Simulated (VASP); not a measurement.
# Pd (Im-3m) in VASP: settings compared

Aim: see how the results for Pd move with the level of theory and the settings. Levels: BLYP+D3(BJ), LDA. Tasks: relaxation of cell and atoms, single point.

All numbers are computed with VASP 6.6.1; they aren't measurements. Logs are shortened: lines on timing, memory, paths and dates and some standing lists are left out, and cuts for length are marked.

### 1 The cell of the first run

It takes space group Im-3m (No. 229, cubic). Conventional cell: a = 3.145 Å, b = 3.145 Å, c = 3.145 Å, α = 90.00°, β = 90.00°, γ = 90.00°. Within 3.6 Å of Pd (site symmetry m-3m) lie 14 Pd at 2.72 to 3.14 Å.

### 2 Relaxation of cell and atoms, BLYP+D3(BJ)

The input, INCAR:

```
SYSTEM = Pd
PREC = Accurate ; ENCUT = 600
EDIFF = 1E-6 ; ISMEAR = -1
SIGMA = 0.05 ; LREAL = .FALSE.
LASPH = .TRUE. ; NELM = 100
ALGO = Normal ; ISIF = 3
LWAVE = .FALSE. ; LCHARG = .FALSE.
GGA = B5 ; ALDAX = 1.0
AGGAX = 1.0 ; AGGAC = 1.0
ALDAC = 0.0 ; IVDW = 12
VDW_S6 = 1.0 ; VDW_S8 = 2.6996
VDW_A1 = 0.4298 ; VDW_A2 = 4.2359
IBRION = 2 ; NSW = 60
EDIFFG = -0.01
```

The input, KPOINTS:

```
Automatic mesh
0
G
  12 12 12
  0 0 0
```

The input, POSCAR:

```
Pd
1.0
   -1.5722810000      1.5722810000      1.5722810000
    1.5722810000     -1.5722810000      1.5722810000
    1.5722810000      1.5722810000     -1.5722810000
Pd
1
Direct
    0.0000000000      0.0000000000      0.0000000000
```

Potentials or basis: VASP PAW PBE potentials, release 64 (Pd).

Run with:

```sh
$ cat potpaw_PBE.64/Pd/POTCAR > POTCAR
$ mpirun -np 1 vasp_std > vasp.out
```

OUTCAR:

```text
SYSTEM = Pd
   PREC = Accurate
   ENCUT = 600
   EDIFF = 1E-6
   ISMEAR = -1
   LREAL = .FALSE.
   LASPH = .TRUE.
   NELM = 100
   ISIF = 3
   GGA = B5
   IVDW = 12
   IBRION = 2
   NSW = 60
   EDIFFG = -0.01
 IVDW          = 12

 ion  position               nearest neighbor table
   1  0.000  0.000  0.000-

  LATTYP: Found a body centered cubic cell.
 ALAT       =     3.1445620000

  Lattice vectors:

 A1 = (  -1.5722810000,   1.5722810000,   1.5722810000)
 A2 = (   1.5722810000,  -1.5722810000,   1.5722810000)
 A3 = (   1.5722810000,   1.5722810000,  -1.5722810000)

Analysis of symmetry for initial positions (statically):
=====================================================================
 Subroutine PRICEL returns:
 Original cell was already a primitive cell.

 Routine SETGRP: Setting up the symmetry group for a
 body centered cubic supercell.

 Subroutine GETGRP returns: Found 48 space group operations
[... 9 lines left out ...]

 Routine SETGRP: Setting up the symmetry group for a
 body centered cubic supercell.

 Subroutine GETGRP returns: Found 48 space group operations
[... 11 lines left out ...]
                                     Primitive cell

  volume of cell :      15.5471

  direct lattice vectors                    reciprocal lattice vectors
    -1.572281000  1.572281000  1.572281000     0.000000000  0.318009313  0.318009313
     1.572281000 -1.572281000  1.572281000     0.318009313  0.000000000  0.318009313
     1.572281000  1.572281000 -1.572281000     0.318009313  0.318009313  0.000000000

  length of vectors
     2.723270576  2.723270576  2.723270576     0.449733083  0.449733083  0.449733083

  position of ions in fractional coordinates (direct lattice)
     0.000000000  0.000000000  0.000000000

  ion indices of the primitive-cell ions
   primitive index   ion index
                 1           1

----------------------------------------------------------------------------------------

 KPOINTS: Automatic mesh

Automatic generation of k-mesh.
 Grid dimensions read from file:
 generate k-points for:   12   12   12

 Generating k-lattice:

  Cartesian coordinates                     Fractional coordinates (reciprocal lattice)
     0.000000000  0.026500776  0.026500776     0.083333333  0.000000000  0.000000000
     0.026500776  0.000000000  0.026500776     0.000000000  0.083333333  0.000000000
     0.026500776  0.026500776  0.000000000     0.000000000  0.000000000  0.083333333

  Length of vectors
     0.037477757  0.037477757  0.037477757

  Shift w.r.t. Gamma in fractional coordinates (k-lattice)
     0.000000000  0.000000000  0.000000000
[... 36 lines left out ...]
   dimension x,y,z NGX =    24 NGY =   24 NGZ =   24
   dimension x,y,z NGXF=    48 NGYF=   48 NGZF=   48
   ions per type =               1
   NGX,Y,Z   is equivalent  to a cutoff of  14.65, 14.65, 14.65 a.u.
   NGXF,Y,Z  is equivalent  to a cutoff of  29.30, 29.30, 29.30 a.u.
 SYSTEM =  Pd
   PREC   = accura    normal or accurate (medium, high low for compatibility)
   ISTART =      0    job   : 0-new  1-cont  2-samecut
   ICHARG =      2    charge: 1-file 2-atom 10-const
   ISPIN  =      1    spin polarized calculation?
   LNONCOLLINEAR =      F non collinear calculations
   LSORBIT =      F    spin-orbit coupling
   LASPH  =      T    aspherical Exc in radial PAW
   ENCUT  =  600.0 eV  44.10 Ry    6.64 a.u.   5.44  5.44  5.44*2*pi/ulx,y,z
   NELM   =    100;   NELMIN=  2; NELMDL= -5     # of ELM steps
   EDIFF  = 0.1E-05   stopping-criterion for ELM
   LREAL  =      F    real-space projection
   EDIFFG = -.1E-01   stopping-criterion for IOM
   NSW    =     60    number of steps for IOM
   IBRION =      2    ionic relax: 0-MD 1-quasi-New 2-CG
   NFREE  =      1    steps in history (QN), initial steepest desc. (CG)
   ISIF   =      3    stress and relaxation
   ISYM   =      2    0-nonsym 1-usesym 2-fastsym
   POTIM  = 0.5000    time-step for ionic-motion
   TEBEG  =    0.0;   TEEND  =   0.0 temperature during run
   PSTRESS=    0.0 pullay stress
   NELECT =      10.0000    total number of electrons
   NUPDOWN=      -1.0000    fix difference up-down
   EMIN   =  10.00;   EMAX   =-10.00  energy-range for DOS
   EFERMI =   0.00;   METHOD = LEGACY
   ISMEAR =    -1;   SIGMA  =   0.05  broadening in eV -4-tet -1-fermi 0-gaus
   EFERMI_NEDOS =   21; number of points for ismear=-14 and -15
   IALGO  =     38    algorithm
   IMIX   =      4    mixing-type and parameters
     AMIX     =   0.40;   BMIX     =  1.00
     AMIX_MAG =   1.60;   BMIX_MAG =  1.00
  volume/ion in A,a.u.               =      15.55       104.92
  Fermi-wavevector in a.u.,A,eV,Ry     =   1.413160  2.670485 27.171123  1.997021
  Thomas-Fermi vector in A             =   2.534834
   LORBIT       =      0    0 simple, 1 ext, 2 COOP (PROOUT), +10 PAW based schemes
   GGA     = B5    functional components
   LHFCALC =     F    Hartree Fock is set to
   AEXX    =    0.0000 exact exchange contribution
   IVDW    =    12    specifies the selected vdW correction
   LEPSILON=     F    determine dielectric tensor
   LRPA    =     F    only Hartree local field effects (RPA)
 conjugate gradient relaxation of ions
 non-spin polarized calculation
  energy-cutoff  :      600.00
  volume of cell :       15.55
 maximum number of plane-waves:       539
 NGX is ok and might be reduce to    24
   NGX = 11   NGY = 11   NGZ = 11

--------------------------------------- Ionic step        1  -------------------------------------------

 number of electron      10.0000002 magnetization

 Free energy of the ion-electron system (eV)
  ---------------------------------------------------
  ext. energy  EPLUGINS =         0.00000000
  ---------------------------------------------------
  free energy    TOTEN  =        -4.32911711 eV

  energy without entropy =       -4.31856592  energy(sigma->0) =       -4.32384152

 E-fermi :   9.4258     XC(G=0): -12.2285

 val. band max:        9.4124503164   @ k =  -0.3333   0.3333   0.0833
 cond. band min:       9.4858433065   @ k =  -0.4167   0.4167   0.2500
 fundamental gap:      0.0733929901
 Fermi energy:         9.4258298736

 k-point     1 :       0.0000    0.0000    0.0000
  band No.  band energies     occupation
      1       2.8478      2.00000
      2       6.6830      2.00000
      3       6.6830      2.00000
      4       6.6830      2.00000
      5       8.5259      2.00000
      6       8.5259      2.00000
      7      28.9804      0.00000
      8      28.9804      0.00000
      9      28.9804      0.00000
[... 353 lines left out ...]
--------------------------------------- Ionic step        3  -------------------------------------------

 number of electron      10.0000000 magnetization

 Free energy of the ion-electron system (eV)
  ---------------------------------------------------
  ext. energy  EPLUGINS =         0.00000000
  ---------------------------------------------------
  free energy    TOTEN  =        -4.28178529 eV

  energy without entropy =       -4.27196725  energy(sigma->0) =       -4.27687627

 E-fermi :  10.0594     XC(G=0): -12.4605

 val. band max:       10.0392475142   @ k =  -0.4167   0.4167   0.4167
 cond. band min:      10.1309865401   @ k =  -0.4167   0.4167   0.2500
 fundamental gap:      0.0917390259
 Fermi energy:        10.0594071936

 k-point     1 :       0.0000    0.0000    0.0000
  band No.  band energies     occupation
      1       3.2001      2.00000
      2       7.1497      2.00000
      3       7.1497      2.00000
      4       7.1497      2.00000
      5       9.1036      2.00000
      6       9.1036      2.00000
      7      29.7093      0.00000
      8      29.7093      0.00000
      9      29.7093      0.00000
[... 308 lines left out ...]
  FREE ENERGIE OF THE ION-ELECTRON SYSTEM (eV)
  ---------------------------------------------------
  free  energy   TOTEN  =        -5.7879122101 eV

  energy  without entropy=       -5.7780941743  energy(sigma->0) =       -5.78300319

 reached required accuracy - stopping structural energy minimisation
```

OSZICAR:

```text
N       E                     dE             d eps       ncg     rms          rms(c)
DAV:   1     0.458908160933E+02    0.45891E+02   -0.57692E+03  1296   0.117E+03
DAV:   2    -0.413928095011E+01   -0.50030E+02   -0.48696E+02  1392   0.207E+02
[... 19 lines left out ...]
DAV:   1    -0.463094352043E+01   -0.46120E+00   -0.70695E+00  1303   0.305E+01    0.388E+00
DAV:   2    -0.428372183438E+01    0.34722E+00   -0.17162E+00  1307   0.121E+01    0.124E+00
DAV:   3    -0.428154319341E+01    0.21786E-02   -0.10393E-02  1455   0.822E-01    0.741E-01
DAV:   4    -0.428171954700E+01   -0.17635E-03   -0.33206E-03  1391   0.498E-01    0.563E-02
DAV:   5    -0.428178049477E+01   -0.60948E-04   -0.69995E-05  1844   0.508E-02    0.226E-02
DAV:   6    -0.428178538015E+01   -0.48854E-05   -0.19110E-06  1349   0.147E-02    0.125E-03
DAV:   7    -0.428178528980E+01    0.90347E-07   -0.77031E-09   671   0.997E-04
   3 F= -.57879122E+01 E0= -.57830032E+01  d E =-.126024E-01
```

CONTCAR:

```text
Pd
   1.00000000000000
    -1.5520514392611087    1.5520514392611087    1.5520514392611087
     1.5520514392611087   -1.5520514392611087    1.5520514392611087
     1.5520514392611087    1.5520514392611087   -1.5520514392611087
  Pd
     1
Direct
     0.0000000000000000    0.0000000000000000    0.0000000000000000

  0.00000000E+00  0.00000000E+00  0.00000000E+00
```

Run time: 26 s. Hardware: 1 thread of Intel Xeon 6975P-C (Granite Rapids), shared host; peak memory 0.16 GiB.

Results:

```yaml
Free_energy: -5.7879 eV
Relaxed_volume: 14.95 Å³/atom
Relaxed_cell: a = 2.688 Å, b = 2.688 Å, c = 2.688 Å, α = 109.47°, β = 109.47°, γ = 109.47°
Space_group_after_relaxing_to_0.05_Å: Im-3m (No. 229)
Energy_gained_by_relaxing: 12.6 meV/atom
Ionic_steps: 3
Pressure_after_relaxing: -0.1 GPa
Band_gap_on_the_k_mesh: zero (band 5 reaches 10.67 eV, above the bottom of band 6 at 8.99 eV)
Dispersion_energy_per_atom: -1.506 eV
```

The path:
```tsv
step	energy change (eV)	largest force (eV/Å)	pressure (GPa)	volume (Å³)
1	0.0000	0.0000	-6.46	15.55
2	0.0128	0.0000	11.23	14.18
3	-0.0126	0.0000	-0.08	14.95
```

Final structure:
```cif
data_structure
_symmetry_space_group_name_H-M 'P 1'
_symmetry_Int_Tables_number 1
_cell_length_a 2.6882
_cell_length_b 2.6882
_cell_length_c 2.6882
_cell_angle_alpha 109.471
_cell_angle_beta 109.471
_cell_angle_gamma 109.471
_cell_volume 14.95
loop_
_atom_site_label
_atom_site_type_symbol
_atom_site_fract_x
_atom_site_fract_y
_atom_site_fract_z
_atom_site_occupancy
Pd1 Pd 0.00000 0.00000 0.00000 1
```

Caveat: the PAW data sets were made with another functional, which shifts forces and pressure a little; pairwise dispersion overbinds metals, which lowers pressure and volume.

### 3 Single point, LDA (volume scaled by 0.94)

The input, INCAR:

```
SYSTEM = Pd
ALGO = Normal ; EDIFF = 1E-6
ENCUT = 520 ; GGA = CA
ISIF = 2 ; ISMEAR = -1
LASPH = .TRUE. ; LCHARG = .TRUE.
LELF = .TRUE. ; LREAL = .FALSE.
LVHAR = .TRUE. ; LWAVE = .FALSE.
NBANDS = 11 ; NELM = 60
PREC = Accurate ; SIGMA = 0.05
```

The input, KPOINTS:

```
k-points
0
G
  12 12 12
  0 0 0
```

The input, POSCAR:

```
Pd
1.0
   -1.5401846266      1.5401846266      1.5401846266
    1.5401846266     -1.5401846266      1.5401846266
    1.5401846266      1.5401846266     -1.5401846266
Pd
1
Direct
    0.0000000000      0.0000000000      0.0000000000
```

Potentials or basis: VASP PAW LDA potentials, release 64 (Pd).

Run with:

```sh
$ cat potpaw_LDA.64/Pd/POTCAR > POTCAR
$ mpirun -np 1 vasp_std > vasp.out
```

It took 10 s on 1 thread of AMD EPYC 7R43 (Zen 3), shared host; peak memory 0.09 GiB.

Results (log left out):

- Free energy: -6.4401 eV
- Pressure: -5.0 GPa
- Band gap on the k mesh: zero (band 5 reaches 10.38 eV, above the bottom of band 6 at 8.66 eV)

Levels at points of the mesh, in eV from the Fermi level:
```csv
k point,band 1,band 2,band 3,band 4,band 5,band 6,band 7,band 8,band 9,band 10
"(0.00, 0.00, 0.00)",-7.27,-3.01,-3.01,-3.01,-0.94,-0.94,19.37,19.37,19.37,25.91
"(0.50, 0.00, 0.00)",-5.41,-4.24,-1.02,-0.69,0.66,1.34,8.01,15.13,17.82,24.61
"(0.50, 0.50, 0.50)",-5.33,-5.33,0.26,0.26,0.26,9.19,9.19,9.19,17.81,17.92
```

Caveat: the cell differs from its parent crystal (volume scaled by 0.94).

### 4 Single point, LDA (volume scaled by 0.98)

The input, INCAR:

```
ALGO = Normal
EDIFF = 1E-7
ENCUT = 520
ISIF = 2
ISMEAR = -1
LASPH = True
LCHARG = True
LELF = True
LREAL = False
LVHAR = True
LWAVE = False
NBANDS = 11
NELM = 60
PREC = Accurate
SIGMA = 0.05
```

The input, KPOINTS:

```
k-points
0
Gamma
  12 12 12
```

The input, POSCAR:

```
Pd
1.0
   -1.5617284606      1.5617284606      1.5617284606
    1.5617284606     -1.5617284606      1.5617284606
    1.5617284606      1.5617284606     -1.5617284606
Pd
1
Direct
    0.0000000000      0.0000000000      0.0000000000
```

Run with:

```sh
$ cat potpaw_LDA.64/Pd/POTCAR > POTCAR
$ mpirun -np 1 vasp_std > vasp.out
```

Wall time 9.3 s (1 thread of AMD EPYC 7R43 (Zen 3), shared host); peak memory 0.09 GiB.

It converged, with:

```
Free energy            : -6.4064 eV
Pressure               : -12.2 GPa
Band gap on the k mesh : zero (band 5 reaches 9.62 eV, above the bottom of band 6 at 8.03 eV)
```

Levels at points of the mesh, in eV from the Fermi level:
```
           k point  band 2  band 3  band 4  band 5  band 6  band 7  band 8  band 9
(0.00, 0.00, 0.00)   -2.83   -2.83   -2.83   -0.88   -0.88   19.28   19.28   19.28
(0.50, 0.00, 0.00)   -3.98   -0.96   -0.65    0.60    1.41    7.65   15.03   17.39
(0.50, 0.50, 0.50)   -4.98    0.23    0.23    0.23    9.02    9.02    9.02   17.09
```

Caveat: the cell differs from its parent crystal (volume scaled by 0.98).

### 5 Summary

| task | level | potentials or basis | cell | cutoff (eV) | gap on the mesh (eV) | pressure (GPa) |
| --- | --- | --- | --- | --- | --- | --- |
| relaxation of cell and atoms | BLYP+D3(BJ) | VASP PAW PBE potentials, release 64 (Pd) | relaxed from a = 2.723 Å, angles 109.5°, 1 atom | 600 | none | -0.1 |
| single point | LDA | VASP PAW LDA potentials, release 64 (Pd) | a = 2.668 Å, angles 109.5°, 1 atom | 520 | none | -5.0 |
| single point | LDA | VASP PAW LDA potentials, release 64 (Pd) | a = 2.705 Å, angles 109.5°, 1 atom | 520 | none | -12.2 |

Alike in all rows: no spin polarisation; k mesh 12 × 12 × 12; smearing fermi-dirac 0.05 eV.

Caveats: the PAW data sets were made with another functional, which shifts forces and pressure a little (some runs); pairwise dispersion overbinds metals, which lowers pressure and volume (some runs).

Absolute energies hang on the potentials; compare differences alone.
